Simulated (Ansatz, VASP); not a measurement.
## Si in VASP and in Ansatz

```
Si
1.0
     3.84242    0.00000    0.00000
     0.00000    5.43400    0.00000
     0.00000    0.00000   17.92120
Si
4
Direct
  0.00000 0.36708 0.45153
  0.50000 0.13292 0.45153
  0.50000 0.86708 0.54847
  0.00000 0.63292 0.54847
```

Alike in both runs: functional PBEsol; k mesh 7 × 5 × 1; occupations fermi-dirac, width 0.02 eV; no spin polarisation.

Ansatz relaxed the structure, and its values are those at the end. VASP's run is a single point on that final structure, the one shown.

|  | VASP | Ansatz |
| --- | --- | --- |
| version | VASP 6.6.1 | Ansatz 0.2.0 |
| potentials or method | VASP PAW PBE potentials, release 64 (Si), cutoff 520 eV | all-electron LAPW, scalar-relativistic |

VASP gave:

- rms of the force components (eV/Å): 0.008

Problem. Which values does Ansatz return?

Solution. rms of the force components (eV/Å): 0.000.

VASP's potentials were made for PBE, not for PBEsol. Ansatz ran all-electron here, and VASP with PAW potentials.
